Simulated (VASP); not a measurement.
The system is Cd2As.

```xyz
3
Lattice="5.1768 0.0000 0.0000 -2.5884 4.4833 0.0000 0.0000 0.0000 2.9230" Properties=species:S:1:pos:R:3 pbc="T T T"
Cd    0.0000    2.9888    1.4615
Cd    2.5884    1.4944    1.4615
As    0.0000    0.0000    0.0000
```

- Program: VASP 6.6.1
- Task: relaxation of cell and atoms
- Functional: PBE
- Potentials or basis: VASP PAW PBE potentials, release 64 (Cd, As)
- Cutoff: 600 eV
- k mesh: 12 × 12 × 16
- Occupations: gaussian, width 0.1 eV
- Spin: no spin polarisation

At the start: pressure 0.2 GPa; volume 22.61 Å³/atom.

Question: How do energy, volume and symmetry change on relaxing?

Answer: Over 6 steps the energy falls by 2.5 meV/atom; space group P6/mmm (No. 191, to 0.1 Å) before and after.

Step by step:
| step | energy change (eV) | largest force (eV/Å) | pressure (GPa) | volume (Å³) |
| --- | --- | --- | --- | --- |
| 1 | 0.0000 | 0.0000 | 0.22 | 67.84 |
| 2 | -0.0040 | 0.0000 | -0.11 | 68.14 |
| 3 | -0.0060 | 0.0000 | -0.57 | 68.60 |
| 4 | -0.0073 | 0.0000 | 0.00 | 67.81 |
| 5 | -0.0074 | 0.0000 | -0.14 | 68.00 |
| 6 | -0.0076 | 0.0000 | -0.03 | 67.83 |

Final structure:
```xyz
3
Lattice="5.1212 0.0000 0.0000 -2.5606 4.4351 0.0000 0.0000 0.0000 2.9866" Properties=species:S:1:pos:R:3 pbc="T T T"
Cd    0.0000    2.9567    1.4933
Cd    2.5606    1.4784    1.4933
As    0.0000    0.0000    0.0000
```
